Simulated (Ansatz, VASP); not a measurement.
**One calculation of Be, two programs**

```xyz
4
Lattice="3.9826 0.0000 0.0000 0.0000 3.9826 0.0000 0.0000 0.0000 23.8000" Properties=species:S:1:pos:R:3 pbc="T T T"
Be    2.9869    2.9869    7.0000
Be    0.9957    0.9957    7.0000
Be    2.9869    0.9957    7.0000
Be    0.9957    2.9869    7.0000
```

Alike in both runs: functional PBE; k mesh 6 × 6 × 1; occupations gaussian, width 0.1 eV; no spin polarisation.

Ansatz relaxed the structure, and its values are those at the end. VASP's run is a single point on that final structure, the one shown.

|  | VASP | Ansatz |
| --- | --- | --- |
| version | VASP 6.6.1 | Ansatz 0.2.0 |
| potentials or method | VASP PAW PBE potentials, release 64 (Be), cutoff 520 eV | scalar-relativistic, plane waves, PAW |
| valence electrons in the cell | 8 | 8 |

```tsv
	VASP	Ansatz	Ansatz less VASP
gap on the k mesh at the Fermi level (eV)	0.52	0.52	+0.002
least direct gap on the mesh (eV)	0.77	0.77	+0.001
```

Ansatz's warnings: slab cell height set.
